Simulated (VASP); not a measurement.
# BaAl2B4 (P6/mmm) in VASP: a series of runs

Runs on BaAl2B4. Level: PBE. Tasks: single point.

Everything below comes from runs of VASP 6.6.1. Logs are shortened: lines on timing, memory, paths and dates and some standing lists are left out, and cuts for length are marked.

## (1) The cell of the first run

Symmetry: P6/mmm, No. 191, hexagonal system. Conventional cell: a = 3.182 Å, b = 3.182 Å, c = 10.268 Å, α = 90.00°, β = 90.00°, γ = 120.00°. Within 4.1 Å of Ba (site symmetry 6/mmm) lie 12 B at 3.08 Å and 6 Ba at 3.18 Å and 2 Al at 3.85 Å. Within 3.0 Å of Al (site symmetry 6mm) lie 6 B at 2.30 Å and 1 Al at 2.57 Å. Within 2.4 Å of B (site symmetry 3m) lie 3 B at 1.84 Å and 3 Al at 2.30 Å.

The cell was generated, and may not be a known phase.

## (2) Single point, PBE

INCAR reads:

```
SYSTEM = BaAl2B4
PREC     = Accurate       ! precision mode
ENCUT    = 520            ! plane-wave cutoff, eV
EDIFF    = 1E-6           ! SCF threshold, eV
ISMEAR   = 0              ! smearing method
SIGMA    = 0.1            ! smearing width, eV
LREAL    = .False.        ! projectors in reciprocal space
LASPH    = .True.         ! aspherical terms in the spheres
NELM     = 60             ! most SCF steps
ALGO     = Normal         ! electronic algorithm
ISIF     = 2              ! what is computed and relaxed
LWAVE    = .False.        ! write WAVECAR
LCHARG   = .True.         ! write CHGCAR
GGA      = PE             ! functional
LELF     = .True.         ! ELF
LVHAR    = .True.       
NBANDS   = 23             ! bands
```

KPOINTS reads:

```
Automatic mesh
0
Gamma
  6 6 4
  0 0 0
```

POSCAR reads:

```
BaAl2B4
1.0
    3.1819934423      0.0000000023      0.0000000000
   -1.5909967232      2.7556871546      0.0000000000
    0.0000000000      0.0000000000     10.2676303981
Ba Al B
1 2 4
Direct
    0.0000000000      0.0000000000      0.0000000000
    0.0000000000      0.0000000000      0.6249184531
    0.0000000000      0.0000000000      0.3750815469
    0.3333333333      0.6666666667      0.7595291171
    0.6666666667      0.3333333333      0.7595291171
    0.6666666667      0.3333333333      0.2404708829
    0.3333333333      0.6666666667      0.2404708829
```

Potentials or basis: VASP PAW PBE potentials, release 64 (Ba_sv, Al, B).

Command:

```bash
cat potpaw_PBE.64/Ba_sv/POTCAR potpaw_PBE.64/Al/POTCAR potpaw_PBE.64/B/POTCAR > POTCAR
mpirun -np 1 vasp_std > vasp.out
```

OUTCAR:

```text
SYSTEM = BaAl2B4
   PREC = Accurate
   ENCUT = 520
   EDIFF = 1E-6
   ISMEAR = 0
   LREAL = .False.
   LASPH = .True.
   NELM = 60
   ISIF = 2
   GGA = PE

 ion  position               nearest neighbor table
   1  0.000  0.000  0.000-   4 3.08   5 3.08   6 3.08   7 3.08   5 3.08   6 3.08   4 3.08   7 3.08
                             5 3.08   6 3.08   4 3.08   7 3.08   2 3.85   3 3.85
   2  0.000  0.000  0.625-   4 2.30   5 2.30   5 2.30   4 2.30   5 2.30   4 2.30   3 2.57   1 3.85

   3  0.000  0.000  0.375-   6 2.30   7 2.30   6 2.30   7 2.30   6 2.30   7 2.30   2 2.57   1 3.85

   4  0.333  0.667  0.760-   5 1.84   5 1.84   5 1.84   2 2.30   2 2.30   2 2.30   1 3.08   1 3.08
                             1 3.08
   5  0.667  0.333  0.760-   4 1.84   4 1.84   4 1.84   2 2.30   2 2.30   2 2.30   1 3.08   1 3.08
                             1 3.08
   6  0.667  0.333  0.240-   7 1.84   7 1.84   7 1.84   3 2.30   3 2.30   3 2.30   1 3.08   1 3.08
                             1 3.08
   7  0.333  0.667  0.240-   6 1.84   6 1.84   6 1.84   3 2.30   3 2.30   3 2.30   1 3.08   1 3.08
                             1 3.08

  LATTYP: Found a hexagonal cell.
 ALAT       =     3.1819934423
 C/A-ratio  =     3.2267918160

  Lattice vectors:

 A1 = (   3.1819934423,   0.0000000023,   0.0000000000)
 A2 = (  -1.5909967232,   2.7556871546,   0.0000000000)
 A3 = (   0.0000000000,   0.0000000000,  10.2676303981)

Analysis of symmetry for initial positions (statically):
=====================================================================
 Subroutine PRICEL returns:
 Original cell was already a primitive cell.

 Routine SETGRP: Setting up the symmetry group for a
 hexagonal supercell.

 Subroutine GETGRP returns: Found 24 space group operations
 (whereof 24 operations were pure point group operations)
 out of a pool of 24 trial point group operations.

The static configuration has the point symmetry D_6h.

Analysis of symmetry for dynamics (positions and initial velocities):
=====================================================================
 Subroutine PRICEL returns:
 Original cell was already a primitive cell.

 Routine SETGRP: Setting up the symmetry group for a
 hexagonal supercell.

 Subroutine GETGRP returns: Found 24 space group operations
 (whereof 24 operations were pure point group operations)
 out of a pool of 24 trial point group operations.

The dynamic configuration has the point symmetry D_6h.

 Subroutine INISYM returns: Found 24 space group operations
 (whereof 24 operations are pure point group operations),
 and found     1 'primitive' translations

----------------------------------------------------------------------------------------

                                     Primitive cell

  volume of cell :      90.0325

  direct lattice vectors                    reciprocal lattice vectors
     3.181993442  0.000000002  0.000000000     0.314268404  0.181442948  0.000000000
    -1.590996723  2.755687155  0.000000000    -0.000000000  0.362885895  0.000000000
     0.000000000  0.000000000 10.267630398     0.000000000  0.000000000  0.097393455

  length of vectors
     3.181993442  3.181993442 10.267630398     0.362885895  0.362885895  0.097393455

  position of ions in fractional coordinates (direct lattice)
     0.000000000  0.000000000  0.000000000
     0.000000000  0.000000000  0.624918453
     0.000000000  0.000000000  0.375081547
     0.333333333  0.666666667  0.759529117
     0.666666667  0.333333333  0.759529117
     0.666666667  0.333333333  0.240470883
     0.333333333  0.666666667  0.240470883

  ion indices of the primitive-cell ions
   primitive index   ion index
                 1           1
                 2           2
                 3           3
                 4           4
                 5           5
                 6           6
                 7           7

----------------------------------------------------------------------------------------

 KPOINTS: Automatic mesh

Automatic generation of k-mesh.
 Grid dimensions read from file:
 generate k-points for:    6    6    4

 Generating k-lattice:

  Cartesian coordinates                     Fractional coordinates (reciprocal lattice)
     0.052378067  0.030240491  0.000000000     0.166666667  0.000000000  0.000000000
    -0.000000000  0.060480983  0.000000000    -0.000000000  0.166666667  0.000000000
     0.000000000  0.000000000  0.024348364     0.000000000  0.000000000  0.250000000

  Length of vectors
     0.060480983  0.060480983  0.024348364

  Shift w.r.t. Gamma in fractional coordinates (k-lattice)
     0.000000000  0.000000000  0.000000000

 Subroutine IBZKPT returns following result:
 ===========================================

 Found     21 irreducible k-points:

 Following reciprocal coordinates:
            Coordinates               Weight
  0.000000  0.000000  0.000000      1.000000
  0.166667  0.000000  0.000000      6.000000
  0.333333  0.000000  0.000000      6.000000
  0.500000  0.000000  0.000000      3.000000
  0.166667  0.166667  0.000000      6.000000
  0.333333  0.166667  0.000000     12.000000
[... 13 lines left out ...]
  0.333333  0.166667  0.500000     12.000000
  0.333333  0.333333  0.500000      2.000000
   k-points           NKPTS =     21   k-points in BZ     NKDIM =     21   number of bands    NBANDS=     23
   number of dos      NEDOS =    301   number of ions     NIONS =      7
   total plane-waves  NPLWV =  46080
   dimension x,y,z NGX =    24 NGY =   24 NGZ =   80
   dimension x,y,z NGXF=    48 NGYF=   48 NGZF=  160
   ions per type =               1   2   4
   NGX,Y,Z   is equivalent  to a cutoff of  12.54, 12.54, 12.95 a.u.
   NGXF,Y,Z  is equivalent  to a cutoff of  25.08, 25.08, 25.91 a.u.
 SYSTEM =  BaAl2B4
   PREC   = accura    normal or accurate (medium, high low for compatibility)
   ISTART =      0    job   : 0-new  1-cont  2-samecut
   ICHARG =      2    charge: 1-file 2-atom 10-const
   ISPIN  =      1    spin polarized calculation?
   LNONCOLLINEAR =      F non collinear calculations
   LSORBIT =      F    spin-orbit coupling
   LASPH  =      T    aspherical Exc in radial PAW
   ENCUT  =  520.0 eV  38.22 Ry    6.18 a.u.   5.92  5.92 19.09*2*pi/ulx,y,z
   NELM   =     60;   NELMIN=  2; NELMDL= -5     # of ELM steps
   EDIFF  = 0.1E-05   stopping-criterion for ELM
   LREAL  =      F    real-space projection
   EDIFFG = 0.1E-04   stopping-criterion for IOM
   NSW    =      0    number of steps for IOM
   IBRION =     -1    ionic relax: 0-MD 1-quasi-New 2-CG
   NFREE  =      0    steps in history (QN), initial steepest desc. (CG)
   ISIF   =      2    stress and relaxation
   ISYM   =      2    0-nonsym 1-usesym 2-fastsym
   POTIM  = 0.5000    time-step for ionic-motion
   TEBEG  =    0.0;   TEEND  =   0.0 temperature during run
   PSTRESS=    0.0 pullay stress
   NELECT =      28.0000    total number of electrons
   NUPDOWN=      -1.0000    fix difference up-down
   EMIN   =  10.00;   EMAX   =-10.00  energy-range for DOS
   EFERMI =   0.00;   METHOD = LEGACY
   ISMEAR =     0;   SIGMA  =   0.10  broadening in eV -4-tet -1-fermi 0-gaus
   EFERMI_NEDOS =   21; number of points for ismear=-14 and -15
   IALGO  =     38    algorithm
   IMIX   =      4    mixing-type and parameters
     AMIX     =   0.40;   BMIX     =  1.00
     AMIX_MAG =   1.60;   BMIX_MAG =  1.00
  volume/ion in A,a.u.               =      12.86        86.80
  Fermi-wavevector in a.u.,A,eV,Ry     =   1.109160  2.096009 16.738389  1.230237
  Thomas-Fermi vector in A             =   2.245697
   LORBIT       =      0    0 simple, 1 ext, 2 COOP (PROOUT), +10 PAW based schemes
   GGA     = PE    functional components
   LHFCALC =     F    Hartree Fock is set to
   AEXX    =    0.0000 exact exchange contribution
   IVDW    =     0    specifies the selected vdW correction
   LEPSILON=     F    determine dielectric tensor
   LRPA    =     F    only Hartree local field effects (RPA)
 non-spin polarized calculation
 Gauss-broadening in eV      SIGMA  =   0.10
  energy-cutoff  :      520.00
  volume of cell :       90.03
 maximum number of plane-waves:      2444
 NGX is ok and might be reduce to    24
   NGX = 11   NGY = 11   NGZ = 39

 number of electron      27.9999999 magnetization

 Free energy of the ion-electron system (eV)
  ---------------------------------------------------
  ext. energy  EPLUGINS =         0.00000000
  ---------------------------------------------------
  free energy    TOTEN  =       -35.65582813 eV

  energy without entropy =      -35.64364582  energy(sigma->0) =      -35.64973697

 E-fermi :   6.5664     XC(G=0): -10.7836

 val. band max:        6.5424970871   @ k =   0.5000   0.0000   0.0000
 cond. band min:       6.6244677101   @ k =   0.5000   0.0000   0.2500
 fundamental gap:      0.0819706230
 Fermi energy:         6.5663890359

 k-point     1 :       0.0000    0.0000    0.0000
  band No.  band energies     occupation
      1     -22.0724      2.00000
      2      -8.1435      2.00000
      3      -6.4949      2.00000
      4      -5.4159      2.00000
      5      -4.5056      2.00000
      6      -4.5056      2.00000
[... 15 lines left out ...]
     22      12.7540      0.00000
     23      12.9220      0.00000

 k-point     2 :       0.1667    0.0000    0.0000
  band No.  band energies     occupation
      1     -21.8293      2.00000
      2      -7.7927      2.00000
      3      -6.2470      2.00000
      4      -5.7752      2.00000
      5      -5.0547      2.00000
      6      -4.8382      2.00000
[... 15 lines left out ...]
     22      12.1534      0.00000
     23      12.4293      0.00000
[... 466 lines left out ...]
     22      12.0602      0.00000
     23      12.4495      0.00000

 k-point    21 :       0.3333    0.3333    0.5000
  band No.  band energies     occupation
      1     -20.8128      2.00000
      2      -8.1944      2.00000
      3      -8.1944      2.00000
      4      -6.1075      2.00000
      5      -1.6302      2.00000
      6      -1.6302      2.00000
[... 15 lines left out ...]
     22      13.1433      0.00000
     23      13.3305      0.00000

------------------------ aborting loop because EDIFF is reached ----------------------------------------

  FORCE on cell =-STRESS in cart. coord.  units (eV):
  Direction    XX          YY          ZZ          XY          YZ          ZX
  --------------------------------------------------------------------------------------
  -------------------------------------------------------------------------------------
  Total        0.8684537      0.8684537      0.8859290     -0.0000000     -0.0000000     -0.0000000
  in kB       15.4546022     15.4546022     15.7655841     -0.0000000     -0.0000000     -0.0000000
  external PRESSURE =      15.5582628 kB  Pullay stress =       0.0000000 kB

 VOLUME and BASIS-vectors are now :
 -----------------------------------------------------------------------------
  energy-cutoff  :      520.00
  volume of cell :       90.03
      direct lattice vectors                 reciprocal lattice vectors
     3.181993442  0.000000002  0.000000000     0.314268404  0.181442948  0.000000000
    -1.590996723  2.755687155  0.000000000    -0.000000000  0.362885895  0.000000000
     0.000000000  0.000000000 10.267630398     0.000000000  0.000000000  0.097393455

 POSITION                                       TOTAL-FORCE (eV/Angst)
 -----------------------------------------------------------------------------------
      0.00000      0.00000      0.00000        -0.000000      0.000000      0.000000
      0.00000      0.00000      6.41643         0.000000     -0.000000      0.030844
      0.00000      0.00000      3.85120        -0.000000      0.000000     -0.030844
     -0.00000      1.83712      7.79856        -0.000000      0.000000     -0.075377
      1.59100      0.91856      7.79856         0.000000      0.000000     -0.075377
      1.59100      0.91856      2.46907         0.000000     -0.000000      0.075377
     -0.00000      1.83712      2.46907        -0.000000     -0.000000      0.075377
 -----------------------------------------------------------------------------------
    total drift:                                0.000000     -0.000000     -0.000000

  FREE ENERGIE OF THE ION-ELECTRON SYSTEM (eV)
  ---------------------------------------------------
  free  energy   TOTEN  =       -35.6558281256 eV

  energy  without entropy=      -35.6436458202  energy(sigma->0) =      -35.64973697
```

It took 23 s on 1 thread of Intel Xeon 6975P-C (Granite Rapids), shared host; peak memory 0.21 GiB.

Results:

* Free energy: -35.6558 eV
* Pressure: 1.6 GPa
* Largest force: 0.075 eV/Å
* Band gap on the k mesh: zero (bands 14 and 15 overlap by 2.65 eV)

Forces in eV/Å, atoms in the order of the input:
```
Ba   0.000  0.000  0.000
Al   0.000  0.000  0.031
Al   0.000  0.000 -0.031
B    0.000  0.000 -0.075
B    0.000  0.000 -0.075
B    0.000  0.000  0.075
B    0.000  0.000  0.075
```

Levels at points of the mesh, in eV from the Fermi level:
| k point | band 10 | band 11 | band 12 | band 13 | band 14 | band 15 | band 16 | band 17 | band 18 | band 19 |
| --- | --- | --- | --- | --- | --- | --- | --- | --- | --- | --- |
| (0.00, 0.00, 0.00) | -0.81 | -0.81 | -0.72 | -0.72 | 0.49 | 3.01 | 3.49 | 3.49 | 3.72 | 3.72 |
| (0.50, 0.00, 0.00) | -3.42 | -3.40 | -3.30 | -3.03 | -1.40 | -0.02 | 1.24 | 1.66 | 2.47 | 3.31 |
| (0.00, 0.00, 0.50) | -0.79 | -0.79 | -0.73 | -0.73 | 0.29 | 2.65 | 3.49 | 3.49 | 3.65 | 3.65 |
| (0.50, 0.00, 0.50) | -3.44 | -3.28 | -3.08 | -2.10 | -1.91 | 0.12 | 0.31 | 1.56 | 2.35 | 2.89 |

Caveat: the k points lie up to 0.38 Å⁻¹ apart, too coarse for converged energies and pressures of a metal; spin-orbit coupling is left out, which moves the levels of the heavy elements.

## (3) Single point, PBE

This run uses another cell than the first one, of 13.64 Å³/atom.

INCAR reads:

```
ALGO = Normal
EDIFF = 1E-6
ENCUT = 520
GGA = PE
ISIF = 2
ISMEAR = 0
LASPH = True
LCHARG = False
LREAL = False
LWAVE = False
NBANDS = 23
NELM = 100
PREC = Accurate
SIGMA = 0.1
```

KPOINTS reads:

```
k-points
0
Gamma
  6 6 4
```

POSCAR reads:

```
BaAl2B4
1.0
    3.9558352900      0.0000000000      0.0000000000
   -1.9779176500      3.4258538600      0.0000000000
    0.0000000000      0.0000000000      7.0478297200
Ba Al B
1 2 4
Direct
    0.0000000000      0.0000000000      0.0000000000
    0.0000000000      0.0000000000      0.6540345700
    0.0000000000      0.0000000000      0.3459654300
    0.3333333300      0.6666666700      0.9271265000
    0.6666666700      0.3333333300      0.9271265000
    0.6666666700      0.3333333300      0.0728735000
    0.3333333300      0.6666666700      0.0728735000
```

Potentials or basis: VASP PAW PBE potentials, release 64 (Ba_sv, Al, B).

Command:

```bash
cat potpaw_PBE.64/Ba_sv/POTCAR potpaw_PBE.64/Al/POTCAR potpaw_PBE.64/B/POTCAR > POTCAR
mpirun -np 1 vasp_std > vasp.out
```

It took 27 s on 1 thread of Intel Xeon 6975P-C (Granite Rapids), shared host; peak memory 0.23 GiB.

Results (log left out):

- Free energy: 5.0670 eV
- Pressure: 109.8 GPa
- Largest force: 57.953 eV/Å
- Band gap on the k mesh: zero (bands 14 and 15 overlap by 2.94 eV)

Forces in eV/Å, atoms in the order of the input:
```
Ba    0.000   0.000   0.000
Al    0.000   0.000   1.647
Al    0.000   0.000  -1.647
B     0.000   0.000 -57.953
B     0.000   0.000 -57.953
B     0.000   0.000  57.953
B     0.000   0.000  57.953
```

Stress tensor (GPa, compression positive):
```
 46.13   0.00   0.00
  0.00  46.13   0.00
  0.00   0.00 237.16
```

Levels at points of the mesh, in eV from the Fermi level:
| k point | band 11 | band 12 | band 13 | band 14 | band 15 | band 16 |
| --- | --- | --- | --- | --- | --- | --- |
| (0.00, 0.00, 0.00) | -3.17 | 0.34 | 1.00 | 1.00 | 2.26 | 2.43 |
| (0.50, 0.00, 0.00) | -2.16 | -2.00 | -1.49 | -1.17 | -1.08 | -0.04 |
| (0.00, 0.00, 0.50) | -3.13 | 0.68 | 0.68 | 1.55 | 2.22 | 2.48 |
| (0.50, 0.00, 0.50) | -2.55 | -1.99 | -1.79 | -1.49 | -1.39 | -0.83 |

Caveat: atoms lie so close that the PAW spheres overlap strongly, which falsifies energies and pressures; the stress differs along the axes, from 46 to 237 GPa; spin-orbit coupling is left out, which moves the levels of the heavy elements; forces of over 1 eV/Å act on the atoms, so gaps and moduli don't describe the material at rest.

The gap in the log of VASP goes by the Fermi energy; the results here count the filled bands.